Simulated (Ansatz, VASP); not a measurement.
# One calculation of SiO2, two programs

POSCAR

```
SiO2
1.0
   -2.4114135288      2.4114135288      3.7477661409
    2.4114135288     -2.4114135288      3.7477661409
    2.4114135288      2.4114135288     -3.7477661409
Si O
2 4
Direct
    0.0000000000      0.0000000000      0.0000000000
    0.7500000000      0.2500000000      0.5000000000
    0.9731664718      0.6250000000      0.8481664718
    0.3750000000      0.2231664718      0.3481664718
    0.7768335282      0.1250000000      0.1518335282
    0.8750000000      0.0268335282      0.6518335282
```

File INCAR.step1:

```
SYSTEM = SiO2
  PREC = Accurate
  ENCUT = 520
  ISMEAR = 0
  SIGMA = 0.05
  LREAL = .FALSE.
  LASPH = .TRUE.
  NELM = 60
  NBANDS = 25
  GGA = PE
  ALGO = Normal
  EDIFF = 1E-4
  LWAVE = .TRUE.
  LCHARG = .FALSE.
```

INCAR.step2

```
SYSTEM = SiO2
  PREC = Accurate
  ENCUT = 520
  EDIFF = 1E-6
  ISMEAR = 0
  SIGMA = 0.05
  LREAL = .FALSE.
  LASPH = .TRUE.
  NELM = 60
  ALGO = Normal
  ISIF = 2
  LWAVE = .FALSE.
  LCHARG = .FALSE.
  METAGGA = R2SCAN
  LMIXTAU = .TRUE.
  NBANDS = 25
  ISTART = 1
```

KPOINTS

```
Automatic mesh
0
G
  6 6 6
  0 0 0
```

Input for Ansatz:

```yaml
crystal:
  lattice:
    - [-2.4114135288, 2.4114135288, 3.7477661409]
    - [2.4114135288, -2.4114135288, 3.7477661409]
    - [2.4114135288, 2.4114135288, -3.7477661409]
  atoms:
    - { symbol: Si, position: [0.0, 0.0, 0.0] }
    - { symbol: Si, position: [0.75, 0.25, 0.5] }
    - { symbol: O, position: [0.9731664718, 0.625, 0.8481664718] }
    - { symbol: O, position: [0.375, 0.2231664718, 0.3481664718] }
    - { symbol: O, position: [0.7768335282, 0.125, 0.1518335282] }
    - { symbol: O, position: [0.875, 0.0268335282, 0.6518335282] }
basis:
  ecutwfc: 500
kpoints:
  mp_grid: { grid: [6, 6, 6] }
hamiltonian:
  xc: r2scan
scf:
  occupations: { method: gaussian, width: 0.05 }
output:
  forces: true
  stress: true
  eigenvalues: true
```

Change from the starting cell: strain -0.025 along x and y, +0.025 along z, atoms carried along.

Alike in both runs: task single point; functional r2SCAN; k mesh 6 × 6 × 6; occupations gaussian, width 0.05 eV; no spin polarisation.

|  | VASP | Ansatz |
| --- | --- | --- |
| version | VASP 6.6.1 | Ansatz 0.2.0 |
| potentials or method | VASP PAW PBE potentials, release 64 (Si, O), cutoff 520 eV | scalar-relativistic, plane waves, PAW |
| valence electrons in the cell | 32 | 32 |

|  | VASP | Ansatz | Ansatz less VASP |
| --- | --- | --- | --- |
| gap on the k mesh at the Fermi level (eV) | 6.62 | 6.62 | +0.001 |
| least direct gap on the mesh (eV) | 6.62 | 6.62 | +0.001 |
| pressure (GPa) | 4.7 | 4.5 | -0.19 |
| traceless stress, the component that is largest in VASP (GPa) | -1.90 | -1.95 | -0.052 |
| rms of the force components (eV/Å) | 0.171 | 0.171 | -0.0005 |

VASP's potentials were made for PBE, not for r2SCAN. Atom by atom the forces differ by 0.001 eV/Å (rms over components). With one functional, cell and mesh, what is left measures potentials, basis and numerics.
